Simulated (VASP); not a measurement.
# Mo4C in VASP: a series of runs

Runs on Mo4C. Level: LDA. Tasks: single point.

Everything below comes from runs of VASP 6.6.1. Logs are shortened: lines on timing, memory, paths and dates and some standing lists are left out, and cuts for length are marked.

### 1 The cell of the first run

The cell holds a slab with vacuum, 5 atoms: a = 3.111 Å, b = 3.111 Å, c = 21.510 Å, α = 90.00°, β = 90.00°, γ = 90.00°.

### 2 Single point, LDA

Contents of INCAR:

```
  ALGO = Normal
  DIPOL = 0.5 0.5 0.336
  EDIFF = 1E-6
  ENCUT = 520
  IDIPOL = 3
  ISIF = 2
  ISMEAR = 0
  LASPH = True
  LCHARG = False
  LDIPOL = True
  LREAL = False
  LWAVE = False
  NBANDS = 38
  NELM = 80
  PREC = Accurate
  SIGMA = 0.1
```

Contents of KPOINTS:

```
k-points
0
Gamma
  9 9 1
```

Contents of POSCAR:

```
Mo4C
1.0
    3.1111816891      0.0000000000      0.0000000000
    0.0000000000      3.1111816891      0.0000000000
    0.0000000000      0.0000000000     21.5098172784
Mo C
4 1
Direct
    0.5000000000      0.5000000000      0.1859615983
    0.0000000000      0.0000000000      0.2582816382
    0.5000000000      0.5000000000      0.3325055024
    0.0000000000      0.0000000000      0.3956248056
    0.0000000000      0.0000000000      0.5095262845
```

Potentials or basis: VASP PAW LDA potentials, release 64 (Mo_sv, C).

The run is started by

```
cat potpaw_LDA.64/Mo_sv/POTCAR potpaw_LDA.64/C/POTCAR > POTCAR
mpirun -np 1 vasp_std > vasp.out
```

OUTCAR:

```text
EDIFF = 1E-6
   ENCUT = 520
   ISIF = 2
   ISMEAR = 0
   LASPH = True
   LREAL = False
   NELM = 80
   PREC = Accurate

 ion  position               nearest neighbor table
   1  0.500  0.500  0.186-   2 2.69   2 2.69   2 2.69   2 2.69   3 3.15
   2  0.000  0.000  0.258-   1 2.69   1 2.69   1 2.69   1 2.69   3 2.72   3 2.72   3 2.72   3 2.72
                             4 2.95
   3  0.500  0.500  0.333-   4 2.59   4 2.59   4 2.59   4 2.59   2 2.72   2 2.72   2 2.72   2 2.72
                             1 3.15
   4  0.000  0.000  0.396-   5 2.45   3 2.59   3 2.59   3 2.59   3 2.59   2 2.95
   5  0.000  0.000  0.510-   4 2.45

  LATTYP: Found a simple tetragonal cell.
 ALAT       =     3.1111816891
 C/A-ratio  =     6.9137129965

  Lattice vectors:

 A1 = (   3.1111816891,   0.0000000000,   0.0000000000)
 A2 = (   0.0000000000,   3.1111816891,   0.0000000000)
 A3 = (   0.0000000000,   0.0000000000,  21.5098172784)

Analysis of symmetry for initial positions (statically):
=====================================================================
 Subroutine PRICEL returns:
 Original cell was already a primitive cell.

 Routine SETGRP: Setting up the symmetry group for a
 simple tetragonal supercell.

 Subroutine GETGRP returns: Found  8 space group operations
 (whereof  8 operations were pure point group operations)
 out of a pool of 16 trial point group operations.

The static configuration has the point symmetry C_4v.

Analysis of symmetry for dynamics (positions and initial velocities):
=====================================================================
 Subroutine PRICEL returns:
 Original cell was already a primitive cell.

 Routine SETGRP: Setting up the symmetry group for a
 simple tetragonal supercell.

 Subroutine GETGRP returns: Found  8 space group operations
 (whereof  8 operations were pure point group operations)
 out of a pool of 16 trial point group operations.

The dynamic configuration has the point symmetry C_4v.

 Subroutine INISYM returns: Found  8 space group operations
 (whereof  8 operations are pure point group operations),
 and found     1 'primitive' translations

----------------------------------------------------------------------------------------

                                     Primitive cell

  volume of cell :     208.2032

  direct lattice vectors                    reciprocal lattice vectors
     3.111181689  0.000000000  0.000000000     0.321421280  0.000000000  0.000000000
     0.000000000  3.111181689  0.000000000     0.000000000  0.321421280  0.000000000
     0.000000000  0.000000000 21.509817278     0.000000000  0.000000000  0.046490400

  length of vectors
[... 91 lines left out ...]
   EMIN   =  10.00;   EMAX   =-10.00  energy-range for DOS
   EFERMI =   0.00;   METHOD = LEGACY
   ISMEAR =     0;   SIGMA  =   0.10  broadening in eV -4-tet -1-fermi 0-gaus
   EFERMI_NEDOS =   21; number of points for ismear=-14 and -15
   IALGO  =     38    algorithm
   IMIX   =      4    mixing-type and parameters
     AMIX     =   0.40;   BMIX     =  1.00
     AMIX_MAG =   1.60;   BMIX_MAG =  1.00
  volume/ion in A,a.u.               =      41.64       281.00
  Fermi-wavevector in a.u.,A,eV,Ry     =   1.081341  2.043439 15.909276  1.169299
  Thomas-Fermi vector in A             =   2.217355
   LORBIT       =      0    0 simple, 1 ext, 2 COOP (PROOUT), +10 PAW based schemes
   GGA     = CA    functional components
   LHFCALC =     F    Hartree Fock is set to
   AEXX    =    0.0000 exact exchange contribution
   IVDW    =     0    specifies the selected vdW correction
   LEPSILON=     F    determine dielectric tensor
   LRPA    =     F    only Hartree local field effects (RPA)
 non-spin polarized calculation
 Gauss-broadening in eV      SIGMA  =   0.10
  energy-cutoff  :      520.00
  volume of cell :      208.20
 maximum number of plane-waves:      5636
 NGX is ok and might be reduce to    24
   NGX = 11   NGY = 11   NGZ = 79

 dipolmoment           0.000000      0.000000     -0.230685 electrons x Angstroem

 number of electron      59.9999987 magnetization

 dipolmoment           0.000000      0.000000      0.154917 electrons x Angstroem

 Free energy of the ion-electron system (eV)
  ---------------------------------------------------
  ext. energy  EPLUGINS =         0.00000000
  ---------------------------------------------------
  free energy    TOTEN  =       -48.23221028 eV

  energy without entropy =      -48.18340085  energy(sigma->0) =      -48.20780556

 E-fermi :   0.1982     XC(G=0):  -5.8296

 val. band max:        0.1658213552   @ k =   0.2222   0.1111   0.0000
 cond. band min:       0.2063643134   @ k =   0.3333   0.2222   0.0000
 fundamental gap:      0.0405429582
 Fermi energy:         0.1981603387

 k-point     1 :       0.0000    0.0000    0.0000
  band No.  band energies     occupation
      1     -60.3323      2.00000
      2     -60.1404      2.00000
      3     -59.9266      2.00000
      4     -59.7474      2.00000
      5     -34.7934      2.00000
      6     -34.7497      2.00000
[... 604 lines left out ...]
     37       2.9424      0.00000
     38       3.1762      0.00000

------------------------ aborting loop because EDIFF is reached ----------------------------------------

 vacuum level on the upper side and lower side of the slab       (xc-potential included)         1.213        -1.614

  FORCE on cell =-STRESS in cart. coord.  units (eV):
  Direction    XX          YY          ZZ          XY          YZ          ZX
  --------------------------------------------------------------------------------------
  -------------------------------------------------------------------------------------
  Total       -6.5680070     -6.5680070     -9.1840256      0.0000000      0.0000000     -0.0000000
  in kB      -50.5424997    -50.5424997    -70.6734348      0.0000000      0.0000000     -0.0000000
  external PRESSURE =     -57.2528114 kB  Pullay stress =       0.0000000 kB

 VOLUME and BASIS-vectors are now :
 -----------------------------------------------------------------------------
  energy-cutoff  :      520.00
  volume of cell :      208.20
      direct lattice vectors                 reciprocal lattice vectors
     3.111181689  0.000000000  0.000000000     0.321421280  0.000000000  0.000000000
     0.000000000  3.111181689  0.000000000     0.000000000  0.321421280  0.000000000
     0.000000000  0.000000000 21.509817278     0.000000000  0.000000000  0.046490400

 POSITION                                       TOTAL-FORCE (eV/Angst)
 -----------------------------------------------------------------------------------
      1.55559      1.55559      4.00000         0.000000      0.000000      1.895208
      0.00000      0.00000      5.55559         0.000000     -0.000000     -2.093817
      1.55559      1.55559      7.15213        -0.000000      0.000000     -0.755675
      0.00000      0.00000      8.50982         0.000000      0.000000      4.150425
      0.00000      0.00000     10.95982         0.000000      0.000000     -3.196141
 -----------------------------------------------------------------------------------
    total drift:                                0.000000     -0.000000     -0.000104

  FREE ENERGIE OF THE ION-ELECTRON SYSTEM (eV)
  ---------------------------------------------------
  free  energy   TOTEN  =       -48.2322102818 eV

  energy  without entropy=      -48.1834008476  energy(sigma->0) =      -48.20780556

 vacuum level on the upper side and lower side of the slab         7.095         4.199
```

It took 87 s on 1 thread of Intel Xeon 6975P-C (Granite Rapids), shared host; peak memory 0.29 GiB.

Results:

```yaml
Free_energy: -48.2322 eV
Largest_force: 4.150 eV/Å
Band_gap_on_the_k_mesh: zero (band 30 reaches 0.38 eV, above the bottom of band 31 at -0.01 eV)
```

Forces on the atoms (eV/Å):
```
Mo   0.000  0.000  1.895
Mo   0.000  0.000 -2.094
Mo   0.000  0.000 -0.756
Mo   0.000  0.000  4.150
C    0.000  0.000 -3.196
```

### 3 Single point, LDA

Contents of INCAR:

```
ALGO = Normal
DIPOL = 0.5 0.5 0.345
EDIFF = 1E-6
ENCUT = 520
IDIPOL = 3
ISIF = 2
ISMEAR = 0
LASPH = True
LCHARG = True
LDIPOL = True
LELF = True
LREAL = False
LVACPOTAV = True
LVHAR = True
LWAVE = False
NBANDS = 38
NELM = 100
PREC = Accurate
SIGMA = 0.1
```

KPOINTS is that of step 2.

Edit POSCAR of step 2 so:

```diff
@@ -12,2 +12,2 @@
     0.0000000000      0.0000000000      0.3956248056
-    0.0000000000      0.0000000000      0.5095262845
+    0.0000000000      0.0000000000      0.5513676441
```

Potentials or basis: VASP PAW LDA potentials, release 64 (Mo_sv, C).

The run is started by

```
cat potpaw_LDA.64/Mo_sv/POTCAR potpaw_LDA.64/C/POTCAR > POTCAR
mpirun -np 1 vasp_std > vasp.out
```

OUTCAR:

```text
EDIFF = 1E-6
   ENCUT = 520
   ISIF = 2
   ISMEAR = 0
   LASPH = True
   LREAL = False
   NELM = 100
   PREC = Accurate

 ion  position               nearest neighbor table
   1  0.500  0.500  0.186-   2 2.69   2 2.69   2 2.69   2 2.69   3 3.15
   2  0.000  0.000  0.258-   1 2.69   1 2.69   1 2.69   1 2.69   3 2.72   3 2.72   3 2.72   3 2.72
                             4 2.95
   3  0.500  0.500  0.333-   4 2.59   4 2.59   4 2.59   4 2.59   2 2.72   2 2.72   2 2.72   2 2.72
                             1 3.15
   4  0.000  0.000  0.396-   3 2.59   3 2.59   3 2.59   3 2.59   2 2.95
   5  0.000  0.000  0.551-

  LATTYP: Found a simple tetragonal cell.
 ALAT       =     3.1111816891
 C/A-ratio  =     6.9137129965

  Lattice vectors:

 A1 = (   3.1111816891,   0.0000000000,   0.0000000000)
 A2 = (   0.0000000000,   3.1111816891,   0.0000000000)
 A3 = (   0.0000000000,   0.0000000000,  21.5098172784)

Analysis of symmetry for initial positions (statically):
=====================================================================
 Subroutine PRICEL returns:
 Original cell was already a primitive cell.

 Routine SETGRP: Setting up the symmetry group for a
 simple tetragonal supercell.

 Subroutine GETGRP returns: Found  8 space group operations
 (whereof  8 operations were pure point group operations)
 out of a pool of 16 trial point group operations.

The static configuration has the point symmetry C_4v.

Analysis of symmetry for dynamics (positions and initial velocities):
=====================================================================
 Subroutine PRICEL returns:
 Original cell was already a primitive cell.

 Routine SETGRP: Setting up the symmetry group for a
 simple tetragonal supercell.

 Subroutine GETGRP returns: Found  8 space group operations
 (whereof  8 operations were pure point group operations)
 out of a pool of 16 trial point group operations.

The dynamic configuration has the point symmetry C_4v.

 Subroutine INISYM returns: Found  8 space group operations
 (whereof  8 operations are pure point group operations),
 and found     1 'primitive' translations
[... 117 lines left out ...]
   LHFCALC =     F    Hartree Fock is set to
   AEXX    =    0.0000 exact exchange contribution
   IVDW    =     0    specifies the selected vdW correction
   LEPSILON=     F    determine dielectric tensor
   LRPA    =     F    only Hartree local field effects (RPA)
 non-spin polarized calculation
 Gauss-broadening in eV      SIGMA  =   0.10
  energy-cutoff  :      520.00
  volume of cell :      208.20
 maximum number of plane-waves:      5636
 NGX is ok and might be reduce to    24
   NGX = 11   NGY = 11   NGZ = 79

 dipolmoment           0.000000      0.000000     -0.033415 electrons x Angstroem

 number of electron      59.9999987 magnetization

 dipolmoment           0.000000      0.000000      0.122749 electrons x Angstroem

 Free energy of the ion-electron system (eV)
  ---------------------------------------------------
  ext. energy  EPLUGINS =         0.00000000
  ---------------------------------------------------
  free energy    TOTEN  =       -46.40314191 eV

  energy without entropy =      -46.35723382  energy(sigma->0) =      -46.38018786

 E-fermi :   0.4557     XC(G=0):  -6.0338

 val. band max:        0.4364935912   @ k =   0.1111   0.1111   0.0000
 cond. band min:       0.4758646441   @ k =   0.3333   0.2222   0.0000
 fundamental gap:      0.0393710529
 Fermi energy:         0.4556807015

 k-point     1 :       0.0000    0.0000    0.0000
  band No.  band energies     occupation
      1     -60.1184      2.00000
      2     -59.9226      2.00000
      3     -59.6644      2.00000
      4     -59.5739      2.00000
      5     -34.5597      2.00000
      6     -34.5438      2.00000
[... 604 lines left out ...]
     37       3.1405      0.00000
     38       3.1555      0.00000

------------------------ aborting loop because EDIFF is reached ----------------------------------------

  FORCE on cell =-STRESS in cart. coord.  units (eV):
  Direction    XX          YY          ZZ          XY          YZ          ZX
  --------------------------------------------------------------------------------------
  -------------------------------------------------------------------------------------
  Total       -8.6466061     -8.6466061     -5.1108169      0.0000000      0.0000000      0.0000000
  in kB      -66.5378541    -66.5378541    -39.3290485      0.0000000      0.0000000      0.0000000
  external PRESSURE =     -57.4682522 kB  Pullay stress =       0.0000000 kB

 VOLUME and BASIS-vectors are now :
 -----------------------------------------------------------------------------
  energy-cutoff  :      520.00
  volume of cell :      208.20
      direct lattice vectors                 reciprocal lattice vectors
     3.111181689  0.000000000  0.000000000     0.321421280  0.000000000  0.000000000
     0.000000000  3.111181689  0.000000000     0.000000000  0.321421280  0.000000000
     0.000000000  0.000000000 21.509817278     0.000000000  0.000000000  0.046490400

 POSITION                                       TOTAL-FORCE (eV/Angst)
 -----------------------------------------------------------------------------------
      1.55559      1.55559      4.00000         0.000000     -0.000000      1.660820
      0.00000      0.00000      5.55559         0.000000      0.000000     -1.813046
      1.55559      1.55559      7.15213         0.000000      0.000000     -0.352213
      0.00000      0.00000      8.50982        -0.000000      0.000000      1.529428
      0.00000      0.00000     11.85982         0.000000      0.000000     -1.024989
 -----------------------------------------------------------------------------------
    total drift:                                0.000000     -0.000000     -0.000087

  FREE ENERGIE OF THE ION-ELECTRON SYSTEM (eV)
  ---------------------------------------------------
  free  energy   TOTEN  =       -46.4031419057 eV

  energy  without entropy=      -46.3572338172  energy(sigma->0) =      -46.38018786

 vacuum level on the upper side and lower side of the slab         6.925         4.630
```

stdout:

```text
POSCAR found type information on POSCAR MoC
 POSCAR found :  2 types and       5 ions
 scaLAPACK will be used
 LDA part: xc-table for (Slater(with rela. corr.)+CA(PZ))
 , standard interpolation
 POSCAR, INCAR and KPOINTS ok, starting setup
 FFT: planning ... GRIDC
 FFT: planning ... GRID_SOFT
 FFT: planning ... GRID
 WAVECAR not read
 entering main loop
 -----------------------------------------------------------------------------
|                                                                             |
|           W    W    AA    RRRRR   N    N  II  N    N   GGGG   !!!           |
|           W    W   A  A   R    R  NN   N  II  NN   N  G    G  !!!           |
|           W    W  A    A  R    R  N N  N  II  N N  N  G       !!!           |
|           W WW W  AAAAAA  RRRRR   N  N N  II  N  N N  G  GGG   !            |
|           WW  WW  A    A  R   R   N   NN  II  N   NN  G    G                |
|           W    W  A    A  R    R  N    N  II  N    N   GGGG   !!!           |
|                                                                             |
|     Did not find any points to average over, which means that no vacuum     |
|     field-free region was found. Please increase the size of  your cell     |
|     in the dimension of the dipole correction to obtain accurate            |
|     workfunction values.                                                    |
|                                                                             |
 -----------------------------------------------------------------------------
```

It took 2 min on 1 thread of Intel Xeon 6975P-C (Granite Rapids), shared host; peak memory 0.29 GiB.

What came out:

- Free energy: -46.4031 eV
- Largest force: 1.813 eV/Å
- Band gap on the k mesh: zero (band 30 reaches 1.05 eV, above the bottom of band 31 at 0.24 eV)

Forces on the atoms (eV/Å):
```
Mo   0.000  0.000  1.661
Mo   0.000  0.000 -1.813
Mo   0.000  0.000 -0.352
Mo   0.000  0.000  1.529
C    0.000  0.000 -1.025
```

Levels at points of the mesh, in eV from the Fermi level:
| k point | band 27 | band 28 | band 29 | band 30 | band 31 | band 32 | band 33 | band 34 |
| --- | --- | --- | --- | --- | --- | --- | --- | --- |
| (0.00, 0.00, 0.00) | -0.93 | -0.79 | -0.30 | -0.30 | -0.06 | 0.53 | 1.04 | 1.04 |

[end of part 1 of 3]
